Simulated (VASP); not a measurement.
# Co (P6/mmm) in VASP: notebook

Runs on Co. Level: revPBE. Tasks: single point.

Everything below comes from runs of VASP 6.6.1. Logs are shortened: lines on timing, memory, paths and dates and some standing lists are left out, and cuts for length are marked.

## 1. The cell of the first run

The structure is hexagonal, space group P6/mmm (No. 191). The conventional cell has a = 3.932 Å, b = 3.932 Å, c = 2.411 Å, α = 90.00°, β = 90.00°, γ = 120.00°. Within 3.2 Å of Co (site symmetry 6/mmm) lie 14 Co at 2.41 to 2.57 Å. Within 3.0 Å of Co (site symmetry -6m2) lie 11 Co at 2.27 to 2.57 Å.

## 2. Single point, revPBE

Input file INCAR:

```
PREC     = Accurate       # precision mode
ENCUT    = 520            # plane-wave cutoff, eV
EDIFF    = 1E-6           # SCF threshold, eV
ISMEAR   = -1             # smearing method
SIGMA    = 0.1            # smearing width, eV
LREAL    = False          # projectors in reciprocal space
LASPH    = True           # aspherical terms in the spheres
NELM     = 80             # most SCF steps
ALGO     = Normal         # electronic algorithm
ISIF     = 2              # what is computed and relaxed
LWAVE    = False          # write WAVECAR
LCHARG   = True           # write CHGCAR
GGA      = RE             # functional
LELF     = True           # ELF
LVHAR    = True         
NBANDS   = 20             # bands
```

Input file KPOINTS:

```
regular mesh
0
Gamma
  9 9 13
```

Input file POSCAR:

```
Co
1.0
    3.9319555098      0.0000000000      0.0000000000
   -1.9659777549      3.4051733581      0.0000000000
    0.0000000000      0.0000000000      2.4109379996
Co
3
Direct
    0.0000000000      0.0000000000      0.0000000000
    0.3333333333      0.6666666667      0.5000000000
    0.6666666667      0.3333333333      0.5000000000
```

Potentials or basis: VASP PAW PBE potentials, release 64 (Co).

Command:

```console
$ cat potpaw_PBE.64/Co/POTCAR > POTCAR
$ mpirun -np 1 vasp_std > vasp.out
```

OUTCAR:

```text
PREC = Accurate
   ENCUT = 520
   EDIFF = 1E-6
   ISMEAR = -1
   LREAL = False
   LASPH = True
   NELM = 80
   ISIF = 2
   GGA = RE

 ion  position               nearest neighbor table
   1  0.000  0.000  0.000-   2 2.57   3 2.57   2 2.57   3 2.57   3 2.57   3 2.57   2 2.57   2 2.57
                             3 2.57   3 2.57   2 2.57   2 2.57
   2  0.333  0.667  0.500-   3 2.27   3 2.27   3 2.27   1 2.57   1 2.57   1 2.57   1 2.57   1 2.57
                             1 2.57
   3  0.667  0.333  0.500-   2 2.27   2 2.27   2 2.27   1 2.57   1 2.57   1 2.57   1 2.57   1 2.57
                             1 2.57

  LATTYP: Found a hexagonal cell.
 ALAT       =     3.9319555098
 C/A-ratio  =     0.6131651270

  Lattice vectors:

 A1 = (   3.9319555098,   0.0000000000,   0.0000000000)
 A2 = (  -1.9659777549,   3.4051733581,   0.0000000000)
 A3 = (   0.0000000000,   0.0000000000,   2.4109379996)

Analysis of symmetry for initial positions (statically):
=====================================================================
 Subroutine PRICEL returns:
 Original cell was already a primitive cell.

 Routine SETGRP: Setting up the symmetry group for a
 hexagonal supercell.

 Subroutine GETGRP returns: Found 24 space group operations
 (whereof 24 operations were pure point group operations)
 out of a pool of 24 trial point group operations.

The static configuration has the point symmetry D_6h.

Analysis of symmetry for dynamics (positions and initial velocities):
=====================================================================
 Subroutine PRICEL returns:
 Original cell was already a primitive cell.

 Routine SETGRP: Setting up the symmetry group for a
 hexagonal supercell.

 Subroutine GETGRP returns: Found 24 space group operations
 (whereof 24 operations were pure point group operations)
 out of a pool of 24 trial point group operations.

The dynamic configuration has the point symmetry D_6h.

 Subroutine INISYM returns: Found 24 space group operations
 (whereof 24 operations are pure point group operations),
 and found     1 'primitive' translations

----------------------------------------------------------------------------------------

                                     Primitive cell

  volume of cell :      32.2800

  direct lattice vectors                    reciprocal lattice vectors
     3.931955510  0.000000000  0.000000000     0.254326377  0.146835402  0.000000000
    -1.965977755  3.405173358  0.000000000     0.000000000  0.293670805  0.000000000
     0.000000000  0.000000000  2.410938000     0.000000000  0.000000000  0.414776324

  length of vectors
     3.931955510  3.931955510  2.410938000     0.293670805  0.293670805  0.414776324

  position of ions in fractional coordinates (direct lattice)
     0.000000000  0.000000000  0.000000000
     0.333333333  0.666666667  0.500000000
     0.666666667  0.333333333  0.500000000

  ion indices of the primitive-cell ions
   primitive index   ion index
                 1           1
                 2           2
                 3           3

----------------------------------------------------------------------------------------

 KPOINTS: regular mesh

Automatic generation of k-mesh.
 Grid dimensions read from file:
 generate k-points for:    9    9   13

 Generating k-lattice:

  Cartesian coordinates                     Fractional coordinates (reciprocal lattice)
     0.028258486  0.016315045  0.000000000     0.111111111 -0.000000000  0.000000000
     0.000000000  0.032630089  0.000000000     0.000000000  0.111111111  0.000000000
     0.000000000  0.000000000  0.031905871     0.000000000  0.000000000  0.076923077

  Length of vectors
     0.032630089  0.032630089  0.031905871

  Shift w.r.t. Gamma in fractional coordinates (k-lattice)
     0.000000000  0.000000000  0.000000000

 Subroutine IBZKPT returns following result:
 ===========================================

 Found     84 irreducible k-points:

 Following reciprocal coordinates:
            Coordinates               Weight
  0.000000  0.000000  0.000000      1.000000
  0.111111 -0.000000  0.000000      6.000000
  0.222222  0.000000  0.000000      6.000000
  0.333333  0.000000  0.000000      6.000000
  0.444444  0.000000  0.000000      6.000000
  0.111111  0.111111  0.000000      6.000000
[... 16 lines left out ...]
  0.333333  0.222222  0.076923     24.000000
  0.333333  0.333333  0.076923      4.000000
 [... further k-points ...]
   k-points           NKPTS =     84   k-points in BZ     NKDIM =     84   number of bands    NBANDS=     20
   number of dos      NEDOS =    301   number of ions     NIONS =      3
   total plane-waves  NPLWV =  16200
   dimension x,y,z NGX =    30 NGY =   30 NGZ =   18
   dimension x,y,z NGXF=    60 NGYF=   60 NGZF=   36
   ions per type =               3
   NGX,Y,Z   is equivalent  to a cutoff of  12.68, 12.68, 12.41 a.u.
   NGXF,Y,Z  is equivalent  to a cutoff of  25.37, 25.37, 24.82 a.u.
 SYSTEM =  unknown system
   PREC   = accura    normal or accurate (medium, high low for compatibility)
   ISTART =      0    job   : 0-new  1-cont  2-samecut
   ICHARG =      2    charge: 1-file 2-atom 10-const
   ISPIN  =      1    spin polarized calculation?
   LNONCOLLINEAR =      F non collinear calculations
   LSORBIT =      F    spin-orbit coupling
   LASPH  =      T    aspherical Exc in radial PAW
   ENCUT  =  520.0 eV  38.22 Ry    6.18 a.u.   7.31  7.31  4.48*2*pi/ulx,y,z
   NELM   =     80;   NELMIN=  2; NELMDL= -5     # of ELM steps
   EDIFF  = 0.1E-05   stopping-criterion for ELM
   LREAL  =      F    real-space projection
   EDIFFG = 0.1E-04   stopping-criterion for IOM
   NSW    =      0    number of steps for IOM
   IBRION =     -1    ionic relax: 0-MD 1-quasi-New 2-CG
   NFREE  =      0    steps in history (QN), initial steepest desc. (CG)
   ISIF   =      2    stress and relaxation
   ISYM   =      2    0-nonsym 1-usesym 2-fastsym
   POTIM  = 0.5000    time-step for ionic-motion
   TEBEG  =    0.0;   TEEND  =   0.0 temperature during run
   PSTRESS=    0.0 pullay stress
   NELECT =      27.0000    total number of electrons
   NUPDOWN=      -1.0000    fix difference up-down
   EMIN   =  10.00;   EMAX   =-10.00  energy-range for DOS
   EFERMI =   0.00;   METHOD = LEGACY
   ISMEAR =    -1;   SIGMA  =   0.10  broadening in eV -4-tet -1-fermi 0-gaus
   EFERMI_NEDOS =   21; number of points for ismear=-14 and -15
   IALGO  =     38    algorithm
   IMIX   =      4    mixing-type and parameters
     AMIX     =   0.40;   BMIX     =  1.00
     AMIX_MAG =   1.60;   BMIX_MAG =  1.00
  volume/ion in A,a.u.               =      10.76        72.61
  Fermi-wavevector in a.u.,A,eV,Ry     =   1.542475  2.914855 32.371377  2.379229
  Thomas-Fermi vector in A             =   2.648274
   LORBIT       =      0    0 simple, 1 ext, 2 COOP (PROOUT), +10 PAW based schemes
   GGA     = RE    functional components
   LHFCALC =     F    Hartree Fock is set to
   AEXX    =    0.0000 exact exchange contribution
   IVDW    =     0    specifies the selected vdW correction
   LEPSILON=     F    determine dielectric tensor
   LRPA    =     F    only Hartree local field effects (RPA)
 non-spin polarized calculation
  energy-cutoff  :      520.00
  volume of cell :       32.28
 maximum number of plane-waves:       903
 NGX is ok and might be reduce to    30
   NGX = 15   NGY = 15   NGZ =  9

 number of electron      27.0000009 magnetization

 Free energy of the ion-electron system (eV)
  ---------------------------------------------------
  ext. energy  EPLUGINS =         0.00000000
  ---------------------------------------------------
  free energy    TOTEN  =       -18.87197299 eV

  energy without entropy =      -18.56396060  energy(sigma->0) =      -18.71796679

 E-fermi :  10.3714     XC(G=0): -13.3790

 val. band max:       10.3698094275   @ k =   0.4444   0.0000   0.0000
 cond. band min:      10.3722314968   @ k =   0.1111   0.1111   0.2308
 fundamental gap:      0.0024220693
 Fermi energy:        10.3714350149

 k-point     1 :       0.0000    0.0000    0.0000
  band No.  band energies     occupation
      1       1.5222      2.00000
      2       6.3435      2.00000
      3       7.5752      2.00000
      4       7.5752      2.00000
      5       7.5914      2.00000
      6       7.5914      2.00000
[... 12 lines left out ...]
     19      17.2939      0.00000
     20      17.2939      0.00000

 k-point     2 :       0.1111   -0.0000    0.0000
  band No.  band energies     occupation
      1       1.6973      2.00000
      2       6.3569      2.00000
      3       7.1519      2.00000
      4       7.3613      2.00000
      5       7.5910      2.00000
      6       7.9785      2.00000
[... 12 lines left out ...]
     19      18.1246      0.00000
     20      19.1307      0.00000

 k-point     3 :       0.2222    0.0000    0.0000
  band No.  band energies     occupation
      1       2.2107      2.00000
      2       6.2530      2.00000
      3       6.7670      2.00000
      4       7.2555      2.00000
      5       7.2954      2.00000
      6       8.0776      2.00000
[... 12 lines left out ...]
     19      18.0267      0.00000
     20      21.1183      0.00000

 k-point     4 :       0.3333    0.0000    0.0000
  band No.  band energies     occupation
      1       3.0230      2.00000
      2       5.8950      2.00000
      3       6.2585      2.00000
      4       7.1871      2.00000
      5       7.3502      2.00000
      6       7.9377      2.00000
[... 12 lines left out ...]
     19      17.9172      0.00000
     20      23.2451      0.00000

 k-point     5 :       0.4444    0.0000    0.0000
  band No.  band energies     occupation
      1       4.0526      2.00000
      2       5.1568      2.00000
      3       5.8041      2.00000
      4       7.4218      2.00000
      5       7.4483      2.00000
      6       7.7021      2.00000
[... 12 lines left out ...]
     19      17.8691      0.00000
     20      25.5044      0.00000

 k-point     6 :       0.1111    0.1111    0.0000
  band No.  band energies     occupation
      1       2.0414      2.00000
      2       6.3165      2.00000
      3       6.8797      2.00000
      4       7.0484      2.00000
      5       7.7340      2.00000
      6       7.9646      2.00000
[... 12 lines left out ...]
     19      19.0988      0.00000
     20      19.1559      0.00000

 k-point     7 :       0.2222    0.1111    0.0000
  band No.  band energies     occupation
      1       2.7030      2.00000
      2       6.0404      2.00000
      3       6.4508      2.00000
      4       7.0779      2.00000
      5       7.5935      2.00000
      6       8.0259      2.00000
[... 12 lines left out ...]
     19      18.8142      0.00000
     20      20.9234      0.00000
[... 277 lines left out ...]
 k-point    20 :       0.3333    0.1111    0.0769
  band No.  band energies     occupation
      1       3.7617      2.00000
      2       5.6831      2.00000
      3       6.0170      2.00000
      4       7.3427      2.00000
      5       7.5305      2.00000
      6       7.9161      2.00000
[... 12 lines left out ...]
     19      18.6976      0.00000
     20      23.1805      0.00000

 k-point    21 :       0.4444    0.1111    0.0769
  band No.  band energies     occupation
      1       4.7168      2.00000
      2       4.8731      2.00000
      3       5.8304      2.00000
      4       7.5357      2.00000
      5       7.6170      2.00000
      6       7.6657      2.00000
[... 12 lines left out ...]
     19      18.6430      0.00000
     20      25.5292      0.00000

 k-point    22 :       0.2222    0.2222    0.0769
  band No.  band energies     occupation
      1       3.6097      2.00000
      2       5.7863      2.00000
      3       6.1217      2.00000
      4       7.2958      2.00000
      5       7.7398      2.00000
      6       8.0173      2.00000
[... 12 lines left out ...]
     19      20.6166      0.00000
     20      20.6932      0.00000

 k-point    23 :       0.3333    0.2222    0.0769
  band No.  band energies     occupation
      1       4.5030      2.00000
      2       5.3388      2.00000
      3       5.7545      2.00000
      4       7.5565      2.00000
      5       7.6864      2.00000
      6       7.8624      2.00000
[... 12 lines left out ...]
     19      20.4757      0.00000
     20      22.8746      0.00000

 k-point    24 :       0.3333    0.3333    0.0769
  band No.  band energies     occupation
      1       4.9905      2.00000
      2       5.3613      2.00000
      3       5.3613      2.00000
      4       7.6904      2.00000
      5       7.6904      2.00000
      6       7.8935      2.00000
[... 12 lines left out ...]
     19      22.6817      0.00000
     20      22.8168      0.00000

 [... further k-points ...]

------------------------ aborting loop because EDIFF is reached ----------------------------------------

  FORCE on cell =-STRESS in cart. coord.  units (eV):
  Direction    XX          YY          ZZ          XY          YZ          ZX
  --------------------------------------------------------------------------------------
  -------------------------------------------------------------------------------------
  Total       -0.0783461     -0.0783461     -0.0972724     -0.0000000     -0.0000000     -0.0000000
  in kB       -3.8886069     -3.8886069     -4.8279894     -0.0000000     -0.0000000     -0.0000000
  external PRESSURE =      -4.2017344 kB  Pullay stress =       0.0000000 kB

 VOLUME and BASIS-vectors are now :
 -----------------------------------------------------------------------------
  energy-cutoff  :      520.00
  volume of cell :       32.28
      direct lattice vectors                 reciprocal lattice vectors
     3.931955510  0.000000000  0.000000000     0.254326377  0.146835402  0.000000000
    -1.965977755  3.405173358  0.000000000     0.000000000  0.293670805  0.000000000
     0.000000000  0.000000000  2.410938000     0.000000000  0.000000000  0.414776324

 POSITION                                       TOTAL-FORCE (eV/Angst)
 -----------------------------------------------------------------------------------
      0.00000      0.00000      0.00000         0.000000      0.000000      0.000000
     -0.00000      2.27012      1.20547        -0.000000     -0.000000      0.000000
      1.96598      1.13506      1.20547         0.000000      0.000000      0.000000
 -----------------------------------------------------------------------------------
    total drift:                               -0.000000      0.000000      0.000000

  FREE ENERGIE OF THE ION-ELECTRON SYSTEM (eV)
  ---------------------------------------------------
  free  energy   TOTEN  =       -18.8719729852 eV

  energy  without entropy=      -18.5639605992  energy(sigma->0) =      -18.71796679
```

Wall time 2 min (1 thread of AMD EPYC 7R13, shared host); peak memory 0.14 GiB.

What came out:

| Quantity | Value |
| --- | --- |
| Free energy | -18.8720 eV |
| Pressure | -0.4 GPa |

Caveat: the PAW data sets were made with another functional, which shifts forces and pressure a little; the run has no spin polarisation, though such a crystal can be magnetic. Spin polarisation is off, so any magnetic state and its effect on volume and gap are missing.

## 3. Single point, revPBE (volume scaled by 1.04)

Input file INCAR:

```
PREC = Accurate
ENCUT = 520
EDIFF = 1E-7
ISMEAR = -1
SIGMA = 0.1
LREAL = False
LASPH = True
NELM = 60
ALGO = Normal
ISIF = 2
LWAVE = False
LCHARG = False
GGA = RE
NBANDS = 20
```

Input file KPOINTS:

```
regular mesh
0
Gamma
  10 10 15
```

Input file POSCAR:

```
Co
1.0
    3.9836977002      0.0000000000      0.0000000000
   -1.9918488501      3.4499834094      0.0000000000
    0.0000000000      0.0000000000      2.4426645063
Co
3
Direct
    0.0000000000      0.0000000000      0.0000000000
    0.3333333333      0.6666666667      0.5000000000
    0.6666666667      0.3333333333      0.5000000000
```

Potentials or basis: VASP PAW PBE potentials, release 64 (Co).

Command:

```console
$ cat potpaw_PBE.64/Co/POTCAR > POTCAR
$ mpirun -np 1 vasp_std > vasp.out
```

It took 2.9 min on 1 thread of AMD EPYC 7R13, shared host; peak memory 0.15 GiB.

The run converged. Its results:

```yaml
Free_energy: -18.8346 eV
Pressure: -8.4 GPa
```

Stress tensor (GPa, compression positive):
```
-8.58  0.00  0.00
 0.00 -8.58  0.00
 0.00  0.00 -7.90
```

Levels at points of the mesh, in eV from the Fermi level:
```tsv
k point	band 10	band 11	band 12	band 13	band 14	band 15	band 16	band 17	band 18	band 19
(0.00, 0.00, 0.00)	-1.39	-0.88	-0.88	-0.84	-0.84	0.40	0.40	6.70	6.70	6.71
(0.50, 0.00, 0.00)	-0.77	-0.74	-0.16	0.05	0.07	0.09	0.20	0.39	0.42	7.17
```

Caveat: the PAW data sets were made with another functional, which shifts forces and pressure a little; the run has no spin polarisation, though such a crystal can be magnetic.
